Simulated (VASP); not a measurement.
# Li2S (Fm-3m) in VASP: notebook, part 2 of 2

VASP 6.6.1. The steps go on from the part before.

## Step 4: Single point, PBE-based screened hybrid with 15 % exact exchange

File POSCAR:

```
Li2S
1.0
    0.0000000000      2.8452942165      2.8452942165
    2.8452942165      0.0000000000      2.8452942165
    2.8452942165      2.8452942165      0.0000000000
S Li
1 2
Direct
    0.0000000000      0.0000000000      0.0000000000
    0.2500000000      0.2500000000      0.2500000000
    0.7500000000      0.7500000000      0.7500000000
```

File INCAR.step1:

```
ALGO     = Normal         # electronic algorithm
EDIFF    = 1E-5           # SCF threshold, eV
ENCUT    = 650            # plane-wave cutoff, eV
GGA      = PE             # functional
GGA_COMPAT= F            
ISIF     = 2              # what is computed and relaxed
ISMEAR   = 0              # smearing method
LASPH    = T              # aspherical terms in the spheres
LCHARG   = F              # write CHGCAR
LREAL    = F              # projectors in reciprocal space
LWAVE    = T              # write WAVECAR
NBANDS   = 13             # bands
NELM     = 120            # most SCF steps
PREC     = Accurate       # precision mode
SIGMA    = 0.01           # smearing width, eV
```

File INCAR.step2:

```
AEXX     = 0.15           # exact-exchange fraction
ALGO     = Normal         # electronic algorithm
EDIFF    = 1E-6           # SCF threshold, eV
ENCUT    = 650            # plane-wave cutoff, eV
GGA      = PE             # functional
GGA_COMPAT= F            
HFSCREEN = 0.3            # screening, 1/A
ISIF     = 2              # what is computed and relaxed
ISMEAR   = 0              # smearing method
ISTART   = 1            
LASPH    = T              # aspherical terms in the spheres
LCHARG   = F              # write CHGCAR
LHFCALC  = T              # exact exchange
LREAL    = F              # projectors in reciprocal space
LWAVE    = F              # write WAVECAR
NBANDS   = 13             # bands
NELM     = 120            # most SCF steps
PREC     = Accurate       # precision mode
PRECFOCK = Normal       
SIGMA    = 0.01           # smearing width, eV
```

File KPOINTS:

```
k-points
0
Gamma
  4 4 4
```

Potentials or basis: VASP PAW PBE potentials, release 64 (S, Li_sv).

Run with:

```bash
$ cat potpaw_PBE.64/S/POTCAR potpaw_PBE.64/Li_sv/POTCAR > POTCAR
$ cp INCAR.step1 INCAR
$ mpirun -np 1 vasp_std > vasp.out
$ cp INCAR.step2 INCAR
$ mpirun -np 1 vasp_std > vasp.out
```

OUTCAR:

```text
AEXX = 0.15
   EDIFF = 1E-6
   ENCUT = 650
   GGA = PE
   HFSCREEN = 0.3
   ISIF = 2
   ISMEAR = 0
   ISTART = 1
   LASPH = T
   LHFCALC = T
   LREAL = F
   NELM = 120
   PREC = Accurate
   PRECFOCK = Normal

 ion  position               nearest neighbor table
   1  0.000  0.000  0.000-   3 2.46   3 2.46   3 2.46   2 2.46   3 2.46   2 2.46   2 2.46   2 2.46

   2  0.250  0.250  0.250-   1 2.46   1 2.46   1 2.46   1 2.46
   3  0.750  0.750  0.750-   1 2.46   1 2.46   1 2.46   1 2.46

  LATTYP: Found a face centered cubic cell.
 ALAT       =     5.6905884330

  Lattice vectors:

 A1 = (   0.0000000000,   2.8452942165,   2.8452942165)
 A2 = (   2.8452942165,   0.0000000000,   2.8452942165)
 A3 = (   2.8452942165,   2.8452942165,   0.0000000000)

Analysis of symmetry for initial positions (statically):
=====================================================================
 Subroutine PRICEL returns:
 Original cell was already a primitive cell.

 Routine SETGRP: Setting up the symmetry group for a
 face centered cubic supercell.

 Subroutine GETGRP returns: Found 48 space group operations
 (whereof 48 operations were pure point group operations)
 out of a pool of 48 trial point group operations.

The static configuration has the point symmetry O_h .

Analysis of symmetry for dynamics (positions and initial velocities):
=====================================================================
 Subroutine PRICEL returns:
 Original cell was already a primitive cell.

 Routine SETGRP: Setting up the symmetry group for a
 face centered cubic supercell.

 Subroutine GETGRP returns: Found 48 space group operations
 (whereof 48 operations were pure point group operations)
 out of a pool of 48 trial point group operations.

The dynamic configuration has the point symmetry O_h .

 Subroutine INISYM returns: Found 48 space group operations
 (whereof 48 operations are pure point group operations),
 and found     1 'primitive' translations
[... 116 lines left out ...]
   IVDW    =     0    specifies the selected vdW correction
   LEPSILON=     F    determine dielectric tensor
   LRPA    =     F    only Hartree local field effects (RPA)
 non-spin polarized calculation
 Gauss-broadening in eV      SIGMA  =   0.01
  energy-cutoff  :      650.00
  volume of cell :       46.07
 maximum number of plane-waves:      1759
 NGX is ok and might be reduce to    36
  NGX = 28; NGY = 28; NGZ = 28

 number of electron      11.9999998 magnetization

 Free energy of the ion-electron system (eV)
  ---------------------------------------------------
  ext. energy  EPLUGINS =         0.00000000
  ---------------------------------------------------
  free energy    TOTEN  =       -12.71819467 eV

  energy without entropy =      -12.71819467  energy(sigma->0) =      -12.71819467

 E-fermi :   1.3128     XC(G=0):  -7.7606

 val. band max:        1.1435110388   @ k =   0.0000   0.0000   0.0000
 cond. band min:       4.9712312294   @ k =   0.5000   0.5000   0.0000
 fundamental gap:      3.8277201907
 Fermi energy:         1.3127676614

 k-point     1 :       0.0000    0.0000    0.0000
  band No.  band energies     occupation
      1     -44.7841      2.00000
      2     -44.7406      2.00000
      3     -10.5425      2.00000
      4       1.1435      2.00000
      5       1.1435      2.00000
      6       1.1435      2.00000
      7       5.9417      0.00000
      8       7.9245      0.00000
      9       7.9245      0.00000
     10       7.9245      0.00000
     11      12.9749      0.00000
     12      12.9749      0.00000
     13      14.2201      0.00000
[... 98 lines left out ...]
  band No.  band energies     occupation
      1     -44.7609      2.00000
      2     -44.7609      2.00000
      3      -9.9210      2.00000
      4      -0.7757      2.00000
      5      -0.7757      2.00000
      6      -0.6740      2.00000
      7       7.1010      0.00000
      8       9.0341      0.00000
      9      10.6670      0.00000
     10      10.6670      0.00000
     11      13.8141      0.00000
     12      13.8141      0.00000
     13      14.5480      0.00000

------------------------ aborting loop because EDIFF is reached ----------------------------------------

  FORCE on cell =-STRESS in cart. coord.  units (eV):
  Direction    XX          YY          ZZ          XY          YZ          ZX
  --------------------------------------------------------------------------------------
  -------------------------------------------------------------------------------------
  Total       -0.0554371     -0.0554371     -0.0554371      0.0000000      0.0000000      0.0000000
  in kB       -1.9279683     -1.9279683     -1.9279683      0.0000000      0.0000000      0.0000000
  external PRESSURE =      -1.9279683 kB  Pullay stress =       0.0000000 kB

 VOLUME and BASIS-vectors are now :
 -----------------------------------------------------------------------------
  energy-cutoff  :      650.00
  volume of cell :       46.07
      direct lattice vectors                 reciprocal lattice vectors
     0.000000000  2.845294217  2.845294217    -0.175728751  0.175728751  0.175728751
     2.845294217  0.000000000  2.845294217     0.175728751 -0.175728751  0.175728751
     2.845294217  2.845294217  0.000000000     0.175728751  0.175728751 -0.175728751

 POSITION                                       TOTAL-FORCE (eV/Angst)
 -----------------------------------------------------------------------------------
      0.00000      0.00000      0.00000         0.000000      0.000000      0.000000
      1.42265      1.42265      1.42265         0.000000     -0.000000      0.000000
      4.26794      4.26794      4.26794        -0.000000     -0.000000     -0.000000
 -----------------------------------------------------------------------------------
    total drift:                               -0.000001     -0.000001     -0.000000

  FREE ENERGIE OF THE ION-ELECTRON SYSTEM (eV)
  ---------------------------------------------------
  free  energy   TOTEN  =       -12.7181946735 eV

  energy  without entropy=      -12.7181946735  energy(sigma->0) =      -12.71819467
```

OSZICAR.step1:

```text
N       E                     dE             d eps       ncg     rms          rms(c)
DAV:   1     0.456062016254E+02    0.45606E+02   -0.58541E+03   208   0.104E+03
DAV:   2    -0.571059048895E+01   -0.51317E+02   -0.49308E+02   274   0.211E+02
DAV:   3    -0.119838447644E+02   -0.62733E+01   -0.62187E+01   353   0.487E+01
DAV:   4    -0.122880753376E+02   -0.30423E+00   -0.30392E+00   293   0.108E+01
DAV:   5    -0.122932298872E+02   -0.51545E-02   -0.51544E-02   290   0.155E+00    0.388E+00
DAV:   6    -0.119920301808E+02    0.30120E+00   -0.51092E-01   246   0.287E+00    0.290E+00
DAV:   7    -0.119763187398E+02    0.15711E-01   -0.14235E-01   298   0.169E+00    0.185E+00
DAV:   8    -0.119874048366E+02   -0.11086E-01   -0.27515E-02   257   0.942E-01    0.893E-01
DAV:   9    -0.119866946168E+02    0.71022E-03   -0.99954E-04   272   0.178E-01    0.493E-01
DAV:  10    -0.119869326318E+02   -0.23801E-03   -0.14320E-03   238   0.182E-01    0.292E-01
DAV:  11    -0.119868967138E+02    0.35918E-04   -0.10644E-04   290   0.604E-02    0.905E-02
DAV:  12    -0.119868982398E+02   -0.15260E-05   -0.46325E-06   171   0.142E-02
   1 F= -.11986898E+02 E0= -.11986898E+02  d E =-.272716E-41
```

Wall time 4.1 min (1 thread of Intel Xeon Platinum 8259CL at 2.50GHz (Skylake/Cascade Lake), shared host); peak memory 0.3 GiB.

Results:

| Quantity | Value |
| --- | --- |
| Free energy | -12.7182 eV |
| Pressure | -0.2 GPa |
| Band gap on the k mesh | 3.83 eV (least direct gap 4.80 eV) |

Levels at points of the mesh, in eV from the valence-band top:
```tsv
k point	band 2	band 3	band 4	band 5	band 6	band 7	band 8	band 9	band 10	band 11
(0.00, 0.00, 0.00)	-45.88	-11.69	0.00	0.00	0.00	4.80	6.78	6.78	6.78	11.83
(0.50, 0.00, 0.00)	-45.90	-11.21	-3.02	-0.53	-0.53	6.68	7.12	7.12	9.02	13.54
(0.50, 0.50, 0.00)	-45.90	-11.08	-2.29	-1.48	-1.48	3.83	7.64	11.82	11.82	12.90
```

Caveat: the k points lie up to 0.48 Å⁻¹ apart; the PAW data sets were made with another functional, which shifts forces and pressure a little.

## Step 5: Single point, PBE0

POSCAR is that of step 4.

File INCAR.step1:

```
PREC = Accurate ; ENCUT = 650
EDIFF = 1E-5 ; ISMEAR = 0
SIGMA = 0.01 ; LREAL = F
LASPH = T ; NELM = 120
ALGO = Normal ; ISIF = 2
LWAVE = T ; LCHARG = F
GGA = PE ; NBANDS = 13
GGA_COMPAT = F
```

File INCAR.step2:

```
PREC = Accurate ; ENCUT = 650
EDIFF = 1E-6 ; ISMEAR = 0
SIGMA = 0.01 ; LREAL = F
LASPH = T ; NELM = 120
ALGO = Normal ; ISIF = 2
LWAVE = F ; LCHARG = F
GGA = PE ; LHFCALC = T
AEXX = 0.25 ; PRECFOCK = Normal
ISTART = 1 ; NBANDS = 13
GGA_COMPAT = F
```

File KPOINTS:

```
regular mesh
0
Gamma
  4 4 4
```

Potentials or basis: VASP PAW PBE potentials, release 64 (S, Li_sv).

Run with:

```bash
$ cat potpaw_PBE.64/S/POTCAR potpaw_PBE.64/Li_sv/POTCAR > POTCAR
$ cp INCAR.step1 INCAR
$ mpirun -np 1 vasp_std > vasp.out
$ cp INCAR.step2 INCAR
$ mpirun -np 1 vasp_std > vasp.out
```

OUTCAR:

```text
PREC = Accurate
   ENCUT = 650
   EDIFF = 1E-6
   ISMEAR = 0
   LREAL = F
   LASPH = T
   NELM = 120
   ISIF = 2
   GGA = PE
   LHFCALC = T
   AEXX = 0.25
   PRECFOCK = Normal
   ISTART = 1

 ion  position               nearest neighbor table
   1  0.000  0.000  0.000-   3 2.46   3 2.46   3 2.46   2 2.46   3 2.46   2 2.46   2 2.46   2 2.46

   2  0.250  0.250  0.250-   1 2.46   1 2.46   1 2.46   1 2.46
   3  0.750  0.750  0.750-   1 2.46   1 2.46   1 2.46   1 2.46

  LATTYP: Found a face centered cubic cell.
 ALAT       =     5.6905884330

  Lattice vectors:

 A1 = (   0.0000000000,   2.8452942165,   2.8452942165)
 A2 = (   2.8452942165,   0.0000000000,   2.8452942165)
 A3 = (   2.8452942165,   2.8452942165,   0.0000000000)

Analysis of symmetry for initial positions (statically):
=====================================================================
 Subroutine PRICEL returns:
 Original cell was already a primitive cell.

 Routine SETGRP: Setting up the symmetry group for a
[... 172 lines left out ...]
      2     -46.7601      2.00000
      3     -11.8484      2.00000
      4       0.3774      2.00000
      5       0.3774      2.00000
      6       0.3774      2.00000
      7       6.4532      0.00000
      8       8.5399      0.00000
      9       8.5399      0.00000
     10       8.5399      0.00000
     11      13.6884      0.00000
     12      13.6884      0.00000
     13      14.8913      0.00000
[... 98 lines left out ...]
  band No.  band energies     occupation
      1     -46.7807      2.00000
      2     -46.7807      2.00000
      3     -11.1872      2.00000
      4      -1.6534      2.00000
      5      -1.6534      2.00000
      6      -1.5213      2.00000
      7       7.6142      0.00000
      8       9.6747      0.00000
      9      11.3472      0.00000
     10      11.3472      0.00000
     11      14.5712      0.00000
     12      14.5712      0.00000
     13      15.3589      0.00000

------------------------ aborting loop because EDIFF is reached ----------------------------------------

  FORCE on cell =-STRESS in cart. coord.  units (eV):
  Direction    XX          YY          ZZ          XY          YZ          ZX
  --------------------------------------------------------------------------------------
  -------------------------------------------------------------------------------------
  Total       -0.1796439     -0.1796439     -0.1796439     -0.0000000     -0.0000000      0.0000000
  in kB       -6.2475742     -6.2475742     -6.2475742     -0.0000000     -0.0000000      0.0000000
  external PRESSURE =      -6.2475742 kB  Pullay stress =       0.0000000 kB

 VOLUME and BASIS-vectors are now :
 -----------------------------------------------------------------------------
  energy-cutoff  :      650.00
  volume of cell :       46.07
      direct lattice vectors                 reciprocal lattice vectors
     0.000000000  2.845294217  2.845294217    -0.175728751  0.175728751  0.175728751
     2.845294217  0.000000000  2.845294217     0.175728751 -0.175728751  0.175728751
     2.845294217  2.845294217  0.000000000     0.175728751  0.175728751 -0.175728751

 POSITION                                       TOTAL-FORCE (eV/Angst)
 -----------------------------------------------------------------------------------
      0.00000      0.00000      0.00000         0.000000     -0.000000      0.000000
      1.42265      1.42265      1.42265         0.000000     -0.000000     -0.000000
      4.26794      4.26794      4.26794        -0.000000      0.000000      0.000000
 -----------------------------------------------------------------------------------
    total drift:                                0.000000      0.000000      0.000000

  FREE ENERGIE OF THE ION-ELECTRON SYSTEM (eV)
  ---------------------------------------------------
  free  energy   TOTEN  =       -14.4269976453 eV

  energy  without entropy=      -14.4269976453  energy(sigma->0) =      -14.42699765
```

OUTCAR.step1:

```text
PREC = Accurate
   ENCUT = 650
   EDIFF = 1E-5
   ISMEAR = 0
   LREAL = F
[... 336 lines left out ...]
      0.00000      0.00000      0.00000         0.000000      0.000000      0.000000
      1.42265      1.42265      1.42265         0.000000      0.000000     -0.000000
      4.26794      4.26794      4.26794        -0.000000     -0.000000      0.000000
 -----------------------------------------------------------------------------------
    total drift:                                0.000000      0.000000      0.000000

  FREE ENERGIE OF THE ION-ELECTRON SYSTEM (eV)
  ---------------------------------------------------
  free  energy   TOTEN  =       -11.9868982398 eV

  energy  without entropy=      -11.9868982398  energy(sigma->0) =      -11.98689824
```

Run time: 4.1 min. Hardware: 1 thread of Intel Xeon Platinum 8259CL at 2.50GHz (Skylake/Cascade Lake), shared host; peak memory 0.2 GiB.

Results:

| Item | Value |
| --- | --- |
| Free energy | -14.4270 eV |
| Pressure | -0.6 GPa |
| Band gap on the k mesh | 5.06 eV (least direct gap 6.08 eV) |

Caveat: the k points lie up to 0.48 Å⁻¹ apart; the PAW data sets were made with another functional, which shifts forces and pressure a little.

## Step 6: Single point, PBE-based screened hybrid with 50 % exact exchange

POSCAR is that of step 5.

File INCAR.step1:

```
PREC = Accurate
ENCUT = 650
EDIFF = 1E-5
ISMEAR = 0
SIGMA = 0.01
LREAL = False
LASPH = True
NELM = 120
ALGO = Normal
ISIF = 2
LWAVE = True
LCHARG = False
NBANDS = 13
GGA = PE
GGA_COMPAT = False
```

File INCAR.step2:

```
PREC = Accurate
ENCUT = 650
EDIFF = 1E-6
ISMEAR = 0
SIGMA = 0.01
LREAL = False
LASPH = True
NELM = 120
ALGO = Normal
ISIF = 2
LWAVE = False
LCHARG = False
GGA = PE
LHFCALC = True
AEXX = 0.5
HFSCREEN = 0.3
PRECFOCK = Normal
NBANDS = 13
ISTART = 1
GGA_COMPAT = False
```

KPOINTS is that of step 5.

Potentials or basis: VASP PAW PBE potentials, release 64 (S, Li_sv).

Run with:

```bash
$ cat potpaw_PBE.64/S/POTCAR potpaw_PBE.64/Li_sv/POTCAR > POTCAR
$ cp INCAR.step1 INCAR
$ mpirun -np 1 vasp_std > vasp.out
$ cp INCAR.step2 INCAR
$ mpirun -np 1 vasp_std > vasp.out
```

It took 5 min on 1 thread of Intel Xeon Platinum 8259CL at 2.50GHz (Skylake/Cascade Lake), shared host; peak memory 0.3 GiB.

It converged, with:

```yaml
Free_energy: -14.4871 eV
Pressure: -1.2 GPa
Band_gap_on_the_k_mesh: 4.91 eV (least direct gap 6.01 eV)
```

Levels at points of the mesh, in eV from the valence-band top:
```csv
k point,band 3,band 4,band 5,band 6,band 7,band 8,band 9,band 10
"(0.00, 0.00, 0.00)",-13.19,0.00,0.00,0.00,6.01,8.10,8.10,8.10
"(0.50, 0.00, 0.00)",-12.63,-3.30,-0.57,-0.57,7.98,8.41,8.41,10.40
"(0.50, 0.50, 0.00)",-12.47,-2.54,-1.60,-1.60,4.91,8.93,13.48,13.48
```

Caveat: the k points lie up to 0.48 Å⁻¹ apart; the PAW data sets were made with another functional, which shifts forces and pressure a little. A k mesh can miss the band edges.

## Step 7: The runs side by side

```csv
level,potentials or basis,cutoff (eV),grid for exact exchange (PRECFOCK),share of exact exchange,screening parameter,gap on the mesh (eV),pressure (GPa)
LDA,"VASP PAW LDA potentials, release 64 (S, Li_sv)",750,-,-,-,3.16,-2.7
HSE06,"VASP PAW PBE potentials, release 64 (S, Li_sv)",650,Normal,0.25,0.2079 1/Å,4.33,-0.5
PBE-based screened hybrid with 15 % exact exchange,"VASP PAW PBE potentials, release 64 (S, Li_sv)",650,Normal,0.15,0.3 1/Å,3.83,-0.2
PBE0,"VASP PAW PBE potentials, release 64 (S, Li_sv)",650,Normal,0.25,-,5.06,-0.6
PBE-based screened hybrid with 50 % exact exchange,"VASP PAW PBE potentials, release 64 (S, Li_sv)",650,Normal,0.5,0.3 1/Å,4.91,-1.2
```

Alike in all rows: task single point; no spin polarisation; cell as given; k mesh 4 × 4 × 4; smearing gaussian 0.01 eV.

Caveats: all runs use coarse meshes; the PAW data sets were made with another functional, which shifts forces and pressure a little (at least some runs).

Absolute energies hang on the potentials; compare differences alone.
